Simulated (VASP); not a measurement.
# Al2Ru (I4/mmm) in VASP: a series of runs, part 2 of 2

VASP 6.6.1. Earlier steps stand in the parts before.

**4. Single point, PBEsol**

File INCAR:

```
SYSTEM = Al2Ru
ALGO     = Normal         ! electronic algorithm
EDIFF    = 1E-6           ! SCF threshold, eV
ENCUT    = 600            ! plane-wave cutoff, eV
GGA      = PS             ! functional
GGA_COMPAT= .False.      
ISIF     = 2              ! what is computed and relaxed
ISMEAR   = 0              ! smearing method
LASPH    = .True.         ! aspherical terms in the spheres
LCHARG   = .False.        ! write CHGCAR
LREAL    = .False.        ! projectors in reciprocal space
LWAVE    = .False.        ! write WAVECAR
NBANDS   = 18             ! bands
NELM     = 120            ! most SCF steps
PREC     = Accurate       ! precision mode
SIGMA    = 0.1            ! smearing width, eV
```

File KPOINTS:

```
k-points
0
Gamma
  1 1 1
  0 0 0
```

File POSCAR:

```
Al2Ru
1.0
   -1.5604216200      1.5604216200      4.2218055900
    1.5604216200     -1.5604216200      4.2218055900
    1.5604216200      1.5604216200     -4.2218055900
Al Ru
2 1
Direct
    0.6592021900      0.6592021900      0.0000000000
    0.3407978100      0.3407978100      0.0000000000
    0.0000000000      0.0000000000      0.0000000000
```

Potentials or basis: VASP PAW PBE potentials, release 64 (Al, Ru_sv).

Launch:

```console
cat potpaw_PBE.64/Al/POTCAR potpaw_PBE.64/Ru_sv/POTCAR > POTCAR
mpirun -np 1 vasp_gam > vasp.out
```

OUTCAR:

```text
SYSTEM = Al2Ru
   EDIFF = 1E-6
   ENCUT = 600
   GGA = PS
   ISIF = 2
   ISMEAR = 0
   LASPH = .True.
   LREAL = .False.
   NELM = 120
   PREC = Accurate

 ion  position               nearest neighbor table
   1  0.659  0.659  0.000-   3 2.58   3 2.58   3 2.58   3 2.58   2 2.69   2 2.69   2 2.69   2 2.69
                             2 2.69   3 2.88
   2  0.341  0.341  0.000-   3 2.58   3 2.58   3 2.58   3 2.58   1 2.69   1 2.69   1 2.69   1 2.69
                             1 2.69   3 2.88
   3  0.000  0.000  0.000-   1 2.58   1 2.58   1 2.58   2 2.58   1 2.58   2 2.58   2 2.58   2 2.58
                             1 2.88   2 2.88

  LATTYP: Found a body centered tetragonal cell.
 ALAT       =     3.1208432400
 C/A-ratio  =     2.7055544065

  Lattice vectors:

 A1 = (  -1.5604216200,   1.5604216200,   4.2218055900)
 A2 = (   1.5604216200,  -1.5604216200,   4.2218055900)
 A3 = (   1.5604216200,   1.5604216200,  -4.2218055900)

Analysis of symmetry for initial positions (statically):
=====================================================================
 Subroutine PRICEL returns:
 Original cell was already a primitive cell.

 Routine SETGRP: Setting up the symmetry group for a
 body centered tetragonal supercell.

 Subroutine GETGRP returns: Found 16 space group operations
 (whereof 16 operations were pure point group operations)
 out of a pool of 16 trial point group operations.

The static configuration has the point symmetry D_4h.

Analysis of symmetry for dynamics (positions and initial velocities):
=====================================================================
 Subroutine PRICEL returns:
 Original cell was already a primitive cell.

 Routine SETGRP: Setting up the symmetry group for a
 body centered tetragonal supercell.

 Subroutine GETGRP returns: Found 16 space group operations
 (whereof 16 operations were pure point group operations)
 out of a pool of 16 trial point group operations.

The dynamic configuration has the point symmetry D_4h.

 Subroutine INISYM returns: Found 16 space group operations
 (whereof 16 operations are pure point group operations),
 and found     1 'primitive' translations

----------------------------------------------------------------------------------------

                                     Primitive cell

  volume of cell :      41.1190

  direct lattice vectors                    reciprocal lattice vectors
    -1.560421620  1.560421620  4.221805590     0.000000000  0.320426219  0.118432739
     1.560421620 -1.560421620  4.221805590     0.320426219  0.000000000  0.118432739
     1.560421620  1.560421620 -4.221805590     0.320426219  0.320426219  0.000000000

  length of vectors
     4.763766756  4.763766756  4.763766756     0.341612757  0.341612757  0.453151105

  position of ions in fractional coordinates (direct lattice)
     0.659202190  0.659202190  0.000000000
     0.340797810  0.340797810  0.000000000
     0.000000000  0.000000000  0.000000000

  ion indices of the primitive-cell ions
   primitive index   ion index
                 1           1
                 2           2
                 3           3

----------------------------------------------------------------------------------------

 KPOINTS: k-points

Automatic generation of k-mesh.
 Grid dimensions read from file:
 generate k-points for:    1    1    1

 Generating k-lattice:

  Cartesian coordinates                     Fractional coordinates (reciprocal lattice)
     0.000000000  0.320426219  0.118432739     1.000000000  0.000000000  0.000000000
     0.320426219  0.000000000  0.118432739     0.000000000  1.000000000  0.000000000
     0.320426219  0.320426219  0.000000000     0.000000000  0.000000000  1.000000000

  Length of vectors
     0.341612757  0.341612757  0.453151105

  Shift w.r.t. Gamma in fractional coordinates (k-lattice)
     0.000000000  0.000000000  0.000000000

 Subroutine IBZKPT returns following result:
 ===========================================

 Found      1 irreducible k-points:

 Following reciprocal coordinates:
            Coordinates               Weight
  0.000000  0.000000  0.000000      1.000000
   k-points           NKPTS =      1   k-points in BZ     NKDIM =      1   number of bands    NBANDS=     18
   number of dos      NEDOS =    301   number of ions     NIONS =      3
   total plane-waves  NPLWV =  64000
   dimension x,y,z NGX =    40 NGY =   40 NGZ =   40
   dimension x,y,z NGXF=    80 NGYF=   80 NGZF=   80
   ions per type =               2   1
   NGX,Y,Z   is equivalent  to a cutoff of  13.96, 13.96, 13.96 a.u.
   NGXF,Y,Z  is equivalent  to a cutoff of  27.92, 27.92, 27.92 a.u.
 SYSTEM =  Al2Ru
   PREC   = accura    normal or accurate (medium, high low for compatibility)
   ISTART =      0    job   : 0-new  1-cont  2-samecut
   ICHARG =      2    charge: 1-file 2-atom 10-const
   ISPIN  =      1    spin polarized calculation?
   LNONCOLLINEAR =      F non collinear calculations
   LSORBIT =      F    spin-orbit coupling
   LASPH  =      T    aspherical Exc in radial PAW
   ENCUT  =  600.0 eV  44.10 Ry    6.64 a.u.   9.51  9.51  9.51*2*pi/ulx,y,z
   NELM   =    120;   NELMIN=  2; NELMDL= -5     # of ELM steps
   EDIFF  = 0.1E-05   stopping-criterion for ELM
   LREAL  =      F    real-space projection
   EDIFFG = 0.1E-04   stopping-criterion for IOM
   NSW    =      0    number of steps for IOM
   IBRION =     -1    ionic relax: 0-MD 1-quasi-New 2-CG
   NFREE  =      0    steps in history (QN), initial steepest desc. (CG)
   ISIF   =      2    stress and relaxation
   ISYM   =      2    0-nonsym 1-usesym 2-fastsym
   POTIM  = 0.5000    time-step for ionic-motion
   TEBEG  =    0.0;   TEEND  =   0.0 temperature during run
   PSTRESS=    0.0 pullay stress
   NELECT =      22.0000    total number of electrons
   NUPDOWN=      -1.0000    fix difference up-down
   EMIN   =  10.00;   EMAX   =-10.00  energy-range for DOS
   EFERMI =   0.00;   METHOD = LEGACY
   ISMEAR =     0;   SIGMA  =   0.10  broadening in eV -4-tet -1-fermi 0-gaus
   EFERMI_NEDOS =   21; number of points for ismear=-14 and -15
   IALGO  =     38    algorithm
   IMIX   =      4    mixing-type and parameters
     AMIX     =   0.40;   BMIX     =  1.00
     AMIX_MAG =   1.60;   BMIX_MAG =  1.00
  volume/ion in A,a.u.               =      13.71        92.49
  Fermi-wavevector in a.u.,A,eV,Ry     =   1.329031  2.511504 24.032278  1.766323
  Thomas-Fermi vector in A             =   2.458224
   LORBIT       =      0    0 simple, 1 ext, 2 COOP (PROOUT), +10 PAW based schemes
   GGA     = PS    functional components
   LHFCALC =     F    Hartree Fock is set to
   AEXX    =    0.0000 exact exchange contribution
   IVDW    =     0    specifies the selected vdW correction
   LEPSILON=     F    determine dielectric tensor
   LRPA    =     F    only Hartree local field effects (RPA)
 non-spin polarized calculation
 Gauss-broadening in eV      SIGMA  =   0.10
  energy-cutoff  :      600.00
  volume of cell :       41.12
 maximum number of plane-waves:       675
 NGX is ok and might be reduce to    40
   NGX = 19   NGY = 19   NGZ = 19

 number of electron      22.0000001 magnetization

 Free energy of the ion-electron system (eV)
  ---------------------------------------------------
  ext. energy  EPLUGINS =         0.00000000
  ---------------------------------------------------
  free energy    TOTEN  =       -18.79559381 eV

  energy without entropy =      -18.79559381  energy(sigma->0) =      -18.79559381

 E-fermi :  13.2084     XC(G=0): -11.9945

 val. band max:       12.7258649026   @ k =   0.0000   0.0000   0.0000
 cond. band min:      14.1387397810   @ k =   0.0000   0.0000   0.0000
 fundamental gap:      1.4128748784
 Fermi energy:        13.2084317462

 k-point     1 :       0.0000    0.0000    0.0000
  band No.  band energies     occupation
      1     -58.9902      2.00000
      2     -29.9845      2.00000
      3     -28.6351      2.00000
      4     -28.6351      2.00000
      5      -0.0125      2.00000
      6       6.5612      2.00000
[... 10 lines left out ...]
     17      18.0422      0.00000
     18      18.0422      0.00000

------------------------ aborting loop because EDIFF is reached ----------------------------------------

  FORCE on cell =-STRESS in cart. coord.  units (eV):
  Direction    XX          YY          ZZ          XY          YZ          ZX
  --------------------------------------------------------------------------------------
  -------------------------------------------------------------------------------------
  Total       -2.1134510     -2.1134510     10.0682493      0.0000000      0.0000000      0.0000000
  in kB      -82.3494347    -82.3494347    392.3036976      0.0000000      0.0000000      0.0000000
  external PRESSURE =      75.8682761 kB  Pullay stress =       0.0000000 kB

 VOLUME and BASIS-vectors are now :
 -----------------------------------------------------------------------------
  energy-cutoff  :      600.00
  volume of cell :       41.12
      direct lattice vectors                 reciprocal lattice vectors
    -1.560421620  1.560421620  4.221805590     0.000000000  0.320426219  0.118432739
     1.560421620 -1.560421620  4.221805590     0.320426219  0.000000000  0.118432739
     1.560421620  1.560421620 -4.221805590     0.320426219  0.320426219  0.000000000

 POSITION                                       TOTAL-FORCE (eV/Angst)
 -----------------------------------------------------------------------------------
      0.00000      0.00000      5.56605         0.000000      0.000000     -3.051232
      0.00000      0.00000      2.87756         0.000000      0.000000      3.051232
      0.00000      0.00000      0.00000        -0.000000     -0.000000      0.000000
 -----------------------------------------------------------------------------------
    total drift:                                0.000000     -0.000000      0.000000

  FREE ENERGIE OF THE ION-ELECTRON SYSTEM (eV)
  ---------------------------------------------------
  free  energy   TOTEN  =       -18.7955938087 eV

  energy  without entropy=      -18.7955938087  energy(sigma->0) =      -18.79559381
```

Wall time 4.8 s (1 thread of Intel Xeon 6975P-C (Granite Rapids), shared host); peak memory 0.22 GiB.

What came out:

* Free energy: -18.7956 eV
* Pressure: 7.6 GPa
* Largest force: 3.051 eV/Å
* Band gap on the k mesh: 1.41 eV

Forces in eV/Å, atoms in the order of the input:
```
Al   0.000  0.000 -3.051
Al   0.000  0.000  3.051
Ru   0.000  0.000  0.000
```

Caveat: the k points lie up to 2.85 Å⁻¹ apart; the PAW data sets were made with another functional, which shifts forces and pressure a little. A k mesh can miss the band edges.

**5. The runs side by side**

| potentials or basis | k mesh | cutoff (eV) | second run | gap on the mesh (eV) | pressure (GPa) | largest force (eV/Å) |
| --- | --- | --- | --- | --- | --- | --- |
| VASP PAW PBE potentials, release 64 (Al, Ru_pv) | 14 × 14 × 14 | 520 | - | none | -0.4 | 0.05 |
| VASP PAW PBE potentials, release 64 (Al, Ru_pv) | 12 × 12 × 12 | 520 | - | none | -0.4 | 0.04 |
| VASP PAW PBE potentials, release 64 (Al, Ru_sv) | 1 × 1 × 1 | 600 | valence_matched | 1.41 | 7.6 | 3.05 |

Alike in all rows: task single point; level PBEsol; no spin polarisation; cell as given; smearing gaussian 0.1 eV.

Caveats: some runs use coarse meshes; the PAW data sets were made with another functional, which shifts forces and pressure a little.

Absolute energies hang on the potentials; compare differences alone.
